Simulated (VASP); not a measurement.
# C (Fd-3m) in VASP: further runs

Runs on C. Level: LDA. Tasks: single point.

Program: VASP 6.6.1. These are calculated values, not measurements. Logs are shortened: lines on timing, memory, paths and dates and some standing lists are left out, and cuts for length are marked.

## Step 1: The cell of the first run

Symmetry: Fd-3m, No. 227, cubic system. The conventional cell has a = 3.469 Å, b = 3.469 Å, c = 3.469 Å, α = 90.00°, β = 90.00°, γ = 90.00°. C (site symmetry -43m) has 4 C at 1.50 Å within 2.0 Å.

## Step 2: Single point, LDA

Input file INCAR:

```
PREC = Accurate
ENCUT = 520
EDIFF = 1E-6
ISMEAR = 0
SIGMA = 0.01
LREAL = False
LASPH = True
NELM = 80
ALGO = Normal
ISIF = 2
LWAVE = False
LCHARG = True
LELF = True
LVHAR = True
NBANDS = 11
```

Input file KPOINTS:

```
Automatic mesh
0
Gamma
  10 10 10
```

Input file POSCAR:

```
C
1.0
    0.0000000000      1.7344857350      1.7344857350
    1.7344857350      0.0000000000      1.7344857350
    1.7344857350      1.7344857350      0.0000000000
C
2
Direct
    0.0000000000      0.0000000000      0.0000000000
    0.2500000000      0.2500000000      0.2500000000
```

Potentials or basis: VASP PAW LDA potentials, release 64 (C).

The run is started by

```sh
$ cat potpaw_LDA.64/C/POTCAR > POTCAR
$ mpirun -np 1 vasp_std > vasp.out
```

OUTCAR:

```text
PREC = Accurate
   ENCUT = 520
   EDIFF = 1E-6
   ISMEAR = 0
   LREAL = False
   LASPH = True
   NELM = 80
   ISIF = 2

 ion  position               nearest neighbor table
   1  0.000  0.000  0.000-   2 1.50   2 1.50   2 1.50   2 1.50
   2  0.250  0.250  0.250-   1 1.50   1 1.50   1 1.50   1 1.50

  LATTYP: Found a face centered cubic cell.
 ALAT       =     3.4689714700

  Lattice vectors:

 A1 = (   0.0000000000,   1.7344857350,   1.7344857350)
 A2 = (   1.7344857350,   0.0000000000,   1.7344857350)
 A3 = (   1.7344857350,   1.7344857350,   0.0000000000)

Analysis of symmetry for initial positions (statically):
=====================================================================
 Subroutine PRICEL returns:
 Original cell was already a primitive cell.

 Routine SETGRP: Setting up the symmetry group for a
 face centered cubic supercell.

 Subroutine GETGRP returns: Found 48 space group operations
 (whereof 24 operations were pure point group operations)
 out of a pool of 48 trial point group operations.

The static configuration has the point symmetry T_d .
 The point group associated with its full space group is O_h .

Analysis of symmetry for dynamics (positions and initial velocities):
=====================================================================
 Subroutine PRICEL returns:
 Original cell was already a primitive cell.

 Routine SETGRP: Setting up the symmetry group for a
 face centered cubic supercell.

 Subroutine GETGRP returns: Found 48 space group operations
 (whereof 24 operations were pure point group operations)
 out of a pool of 48 trial point group operations.

The dynamic configuration has the point symmetry T_d .
 The point group associated with its full space group is O_h .

 Subroutine INISYM returns: Found 48 space group operations
 (whereof 24 operations are pure point group operations),
 and found     1 'primitive' translations

----------------------------------------------------------------------------------------

                                     Primitive cell

  volume of cell :      10.4362

  direct lattice vectors                    reciprocal lattice vectors
     0.000000000  1.734485735  1.734485735    -0.288269883  0.288269883  0.288269883
     1.734485735  0.000000000  1.734485735     0.288269883 -0.288269883  0.288269883
     1.734485735  1.734485735  0.000000000     0.288269883  0.288269883 -0.288269883

  length of vectors
     2.452933250  2.452933250  2.452933250     0.499298084  0.499298084  0.499298084

  position of ions in fractional coordinates (direct lattice)
     0.000000000  0.000000000  0.000000000
[... 88 lines left out ...]
   PSTRESS=    0.0 pullay stress
   NELECT =       8.0000    total number of electrons
   NUPDOWN=      -1.0000    fix difference up-down
   EMIN   =  10.00;   EMAX   =-10.00  energy-range for DOS
   EFERMI =   0.00;   METHOD = LEGACY
   ISMEAR =     0;   SIGMA  =   0.01  broadening in eV -4-tet -1-fermi 0-gaus
   EFERMI_NEDOS =   21; number of points for ismear=-14 and -15
   IALGO  =     38    algorithm
   IMIX   =      4    mixing-type and parameters
     AMIX     =   0.40;   BMIX     =  1.00
     AMIX_MAG =   1.60;   BMIX_MAG =  1.00
  volume/ion in A,a.u.               =       5.22        35.21
  Fermi-wavevector in a.u.,A,eV,Ry     =   1.498272  2.831324 30.542630  2.244820
  Thomas-Fermi vector in A             =   2.610053
   LORBIT       =      0    0 simple, 1 ext, 2 COOP (PROOUT), +10 PAW based schemes
   GGA     = CA    functional components
   LHFCALC =     F    Hartree Fock is set to
   AEXX    =    0.0000 exact exchange contribution
   IVDW    =     0    specifies the selected vdW correction
   LEPSILON=     F    determine dielectric tensor
   LRPA    =     F    only Hartree local field effects (RPA)
 non-spin polarized calculation
 Gauss-broadening in eV      SIGMA  =   0.01
  energy-cutoff  :      520.00
  volume of cell :       10.44
 maximum number of plane-waves:       292
   NGX =  9   NGY =  9   NGZ =  9

 number of electron       7.9999999 magnetization

 Free energy of the ion-electron system (eV)
  ---------------------------------------------------
  ext. energy  EPLUGINS =         0.00000000
  ---------------------------------------------------
  free energy    TOTEN  =       -20.18966597 eV

  energy without entropy =      -20.18966597  energy(sigma->0) =      -20.18966597

 E-fermi :  11.1291     XC(G=0): -13.9072

 val. band max:       10.9823764483   @ k =   0.0000   0.0000   0.0000
 cond. band min:      15.3147995096   @ k =   0.4000   0.4000   0.0000
 fundamental gap:      4.3324230612
 Fermi energy:        11.1290992538

 k-point     1 :       0.0000    0.0000    0.0000
  band No.  band energies     occupation
      1     -11.4796      2.00000
      2      10.9824      2.00000
      3      10.9824      2.00000
      4      10.9824      2.00000
      5      16.7609      0.00000
      6      16.7609      0.00000
      7      16.7609      0.00000
      8      26.4934      0.00000
      9      31.1182      0.00000
     10      38.5656      0.00000
     11      38.5656      0.00000
[... 309 lines left out ...]
 k-point    24 :       0.4000    0.3000    0.0000
  band No.  band energies     occupation
      1      -6.6170      2.00000
      2       2.7433      2.00000
      3       4.5354      2.00000
      4       5.1848      2.00000
      5      15.9782      0.00000
      6      19.2272      0.00000
      7      25.9197      0.00000
      8      26.0866      0.00000
      9      34.2517      0.00000
     10      34.8930      0.00000
     11      42.9961      0.00000

 [... further k-points ...]

------------------------ aborting loop because EDIFF is reached ----------------------------------------

  FORCE on cell =-STRESS in cart. coord.  units (eV):
  Direction    XX          YY          ZZ          XY          YZ          ZX
  --------------------------------------------------------------------------------------
  -------------------------------------------------------------------------------------
  Total        1.9301859      1.9301859      1.9301859      0.0000000      0.0000000     -0.0000000
  in kB      296.3244729    296.3244729    296.3244729      0.0000000      0.0000000     -0.0000000
  external PRESSURE =     296.3244729 kB  Pullay stress =       0.0000000 kB

 VOLUME and BASIS-vectors are now :
 -----------------------------------------------------------------------------
  energy-cutoff  :      520.00
  volume of cell :       10.44
      direct lattice vectors                 reciprocal lattice vectors
     0.000000000  1.734485735  1.734485735    -0.288269883  0.288269883  0.288269883
     1.734485735  0.000000000  1.734485735     0.288269883 -0.288269883  0.288269883
     1.734485735  1.734485735  0.000000000     0.288269883  0.288269883 -0.288269883

 POSITION                                       TOTAL-FORCE (eV/Angst)
 -----------------------------------------------------------------------------------
      0.00000      0.00000      0.00000        -0.000000     -0.000000      0.000000
      0.86724      0.86724      0.86724         0.000000      0.000000     -0.000000
 -----------------------------------------------------------------------------------
    total drift:                               -0.000000     -0.000000     -0.000000

  FREE ENERGIE OF THE ION-ELECTRON SYSTEM (eV)
  ---------------------------------------------------
  free  energy   TOTEN  =       -20.1896659695 eV

  energy  without entropy=      -20.1896659695  energy(sigma->0) =      -20.18966597
```

OSZICAR:

```text
N       E                     dE             d eps       ncg     rms          rms(c)
DAV:   1    -0.145028947406E+01   -0.14503E+01   -0.50119E+03  1048   0.729E+02
DAV:   2    -0.208438484211E+02   -0.19394E+02   -0.18966E+02  1359   0.128E+02
DAV:   3    -0.211872794197E+02   -0.34343E+00   -0.34264E+00  1229   0.133E+01
DAV:   4    -0.211878220798E+02   -0.54266E-03   -0.54265E-03  1137   0.678E-01
DAV:   5    -0.211878227483E+02   -0.66850E-06   -0.66851E-06  1174   0.220E-02    0.634E+00
DAV:   6    -0.204457730927E+02    0.74205E+00   -0.40008E-01  1058   0.446E+00    0.369E+00
DAV:   7    -0.201896516550E+02    0.25612E+00   -0.47010E-01  1118   0.484E+00    0.849E-01
DAV:   8    -0.201896831608E+02   -0.31506E-04   -0.10865E-02  1106   0.877E-01    0.311E-02
DAV:   9    -0.201896644782E+02    0.18683E-04   -0.41523E-05  1154   0.495E-02    0.218E-02
DAV:  10    -0.201896660266E+02   -0.15484E-05   -0.22218E-06  1146   0.125E-02    0.509E-03
DAV:  11    -0.201896659695E+02    0.57137E-07   -0.86603E-08   570   0.227E-03
   1 F= -.20189666E+02 E0= -.20189666E+02  d E =-.542789E-98
```

Wall time 3.9 s (1 thread of Intel Xeon Platinum 8488C (Sapphire Rapids), shared host); peak memory 0.11 GiB.

Results:

```yaml
Free_energy: -20.1897 eV
Pressure: 29.6 GPa
Band_gap_on_the_k_mesh: 4.33 eV, indirect (least direct gap 5.78 eV)
```

Levels at points of the mesh, in eV from the valence-band top:
```csv
k point,band 2,band 3,band 4,band 5,band 6,band 7
"(0.00, 0.00, 0.00)",0.00,0.00,0.00,5.78,5.78,5.78
"(0.50, 0.00, 0.00)",-14.31,-3.01,-3.01,8.74,8.74,10.18
"(0.50, 0.50, 0.00)",-13.22,-6.81,-6.81,4.89,4.89,17.93
```

A k mesh can miss the band edges.

## Step 3: Single point, LDA

This run uses another cell than the first one, of 5.44 Å³/atom, 1.043 times its volume.

Input file INCAR:

```
SYSTEM = C
PREC = Accurate
ENCUT = 520
EDIFF = 1E-6
ISMEAR = 0
SIGMA = 0.01
LREAL = .False.
LASPH = .True.
NELM = 80
ALGO = Normal
ISIF = 2
LWAVE = .False.
LCHARG = .True.
LELF = .True.
LVHAR = .True.
NBANDS = 11
```

Input file KPOINTS:

```
regular mesh
0
Gamma
  10 10 10
  0 0 0
```

Input file POSCAR:

```
C
1.0
    0.0000000000      1.7592674508      1.7592674508
    1.7592674508      0.0000000000      1.7592674508
    1.7592674508      1.7592674508      0.0000000000
C
2
Direct
    0.0000000000      0.0000000000      0.0000000000
    0.2500000000      0.2500000000      0.2500000000
```

Potentials or basis: VASP PAW LDA potentials, release 64 (C).

The run is started by

```sh
$ cat potpaw_LDA.64/C/POTCAR > POTCAR
$ mpirun -np 1 vasp_std > vasp.out
```

OUTCAR:

```text
SYSTEM = C
   PREC = Accurate
   ENCUT = 520
   EDIFF = 1E-6
   ISMEAR = 0
   LREAL = .False.
   LASPH = .True.
   NELM = 80
   ISIF = 2

 ion  position               nearest neighbor table
   1  0.000  0.000  0.000-   2 1.52   2 1.52   2 1.52   2 1.52
   2  0.250  0.250  0.250-   1 1.52   1 1.52   1 1.52   1 1.52

  LATTYP: Found a face centered cubic cell.
 ALAT       =     3.5185349016

  Lattice vectors:

 A1 = (   0.0000000000,   1.7592674508,   1.7592674508)
[... 521 lines left out ...]

 [... further k-points ...]

------------------------ aborting loop because EDIFF is reached ----------------------------------------

  FORCE on cell =-STRESS in cart. coord.  units (eV):
  Direction    XX          YY          ZZ          XY          YZ          ZX
  --------------------------------------------------------------------------------------
  -------------------------------------------------------------------------------------
  Total        0.4785534      0.4785534      0.4785534      0.0000000      0.0000000     -0.0000000
  in kB       70.4069316     70.4069316     70.4069316      0.0000000      0.0000000     -0.0000000
  external PRESSURE =      70.4069316 kB  Pullay stress =       0.0000000 kB

 VOLUME and BASIS-vectors are now :
 -----------------------------------------------------------------------------
  energy-cutoff  :      520.00
  volume of cell :       10.89
      direct lattice vectors                 reciprocal lattice vectors
     0.000000000  1.759267451  1.759267451    -0.284209203  0.284209203  0.284209203
     1.759267451  0.000000000  1.759267451     0.284209203 -0.284209203  0.284209203
     1.759267451  1.759267451  0.000000000     0.284209203  0.284209203 -0.284209203

 POSITION                                       TOTAL-FORCE (eV/Angst)
 -----------------------------------------------------------------------------------
      0.00000      0.00000      0.00000        -0.000000     -0.000000     -0.000000
      0.87963      0.87963      0.87963         0.000000      0.000000      0.000000
 -----------------------------------------------------------------------------------
    total drift:                                0.000000      0.000000      0.000000

  FREE ENERGIE OF THE ION-ELECTRON SYSTEM (eV)
  ---------------------------------------------------
  free  energy   TOTEN  =       -20.2415764354 eV

  energy  without entropy=      -20.2415764354  energy(sigma->0) =      -20.24157644
```

OSZICAR:

```text
N       E                     dE             d eps       ncg     rms          rms(c)
DAV:   1    -0.214267443440E+01   -0.21427E+01   -0.47374E+03  1066   0.715E+02
DAV:   2    -0.208216995134E+02   -0.18679E+02   -0.18245E+02  1330   0.126E+02
DAV:   3    -0.211358357365E+02   -0.31414E+00   -0.31325E+00  1237   0.126E+01
DAV:   4    -0.211363763275E+02   -0.54059E-03   -0.54058E-03  1120   0.638E-01
DAV:   5    -0.211363770199E+02   -0.69243E-06   -0.69241E-06  1175   0.218E-02    0.600E+00
DAV:   6    -0.204722090809E+02    0.66417E+00   -0.35612E-01  1052   0.417E+00    0.349E+00
DAV:   7    -0.202416626347E+02    0.23055E+00   -0.42122E-01  1118   0.454E+00    0.779E-01
DAV:   8    -0.202415914229E+02    0.71212E-04   -0.10061E-02  1103   0.833E-01    0.297E-02
DAV:   9    -0.202415748738E+02    0.16549E-04   -0.38441E-05  1154   0.480E-02    0.211E-02
DAV:  10    -0.202415765011E+02   -0.16272E-05   -0.22089E-06  1143   0.123E-02    0.499E-03
DAV:  11    -0.202415764354E+02    0.65690E-07   -0.89194E-08   588   0.229E-03
   1 F= -.20241576E+02 E0= -.20241576E+02  d E =-.429277-136
```

stdout:

```text
POSCAR found type information on POSCAR C
 POSCAR found :  1 types and       2 ions
 scaLAPACK will be used
 LDA part: xc-table for (Slater(with rela. corr.)+CA(PZ))
 , standard interpolation
 POSCAR, INCAR and KPOINTS ok, starting setup
 FFT: planning ... GRIDC
 FFT: planning ... GRID_SOFT
 FFT: planning ... GRID
 WAVECAR not read
 entering main loop
```

Wall time 4.1 s (1 thread of Intel Xeon Platinum 8488C (Sapphire Rapids), shared host); peak memory 0.11 GiB.

Results:

```yaml
Free_energy: -20.2416 eV
Pressure: 7.0 GPa
Band_gap_on_the_k_mesh: 4.23 eV, indirect (least direct gap 5.66 eV)
```

A k mesh can miss the band edges.

(Continued in part 2 of 2.)
